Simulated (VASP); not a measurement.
BN, 2 atoms in the cell. The structure is cubic, space group F-43m (No. 216). Conventional cell: a = 3.610 Å, b = 3.610 Å, c = 3.610 Å, α = 90.00°, β = 90.00°, γ = 90.00°. B (site symmetry -43m) has 4 N at 1.56 Å within 2.1 Å. Within 2.1 Å of N (site symmetry -43m) lie 4 B at 1.56 Å. 

- Program: VASP 6.6.1
- Task: single point
- Functional: r2SCAN
- Potentials or basis: VASP PAW PBE potentials, release 64 (B, N)
- Cutoff: 520 eV
- k mesh: 8 × 8 × 8
- Occupations: gaussian, width 0.01 eV
- Spin: no spin polarisation
- Dipole correction: no
- Further INCAR settings: ALGO = Normal; EDIFF = 1e-06; NBANDS = 11

Potentials or basis: VASP PAW PBE potentials, release 64 (B, N).

Command:

```sh
$ cat potpaw_PBE.64/B/POTCAR potpaw_PBE.64/N/POTCAR > POTCAR
$ cp INCAR.step1 INCAR
$ mpirun -np 1 vasp_std > vasp.out
$ cp INCAR.step2 INCAR
$ mpirun -np 1 vasp_std > vasp.out
```

Hardware: 1 thread of Intel Xeon 8259CL (shared host).

Problem. Estimate the wall time of this run.

Solution. Wall time 27 s on 1 thread of Intel Xeon 8259CL (shared host), peak memory 0.12 GiB. Counts: k points 29.
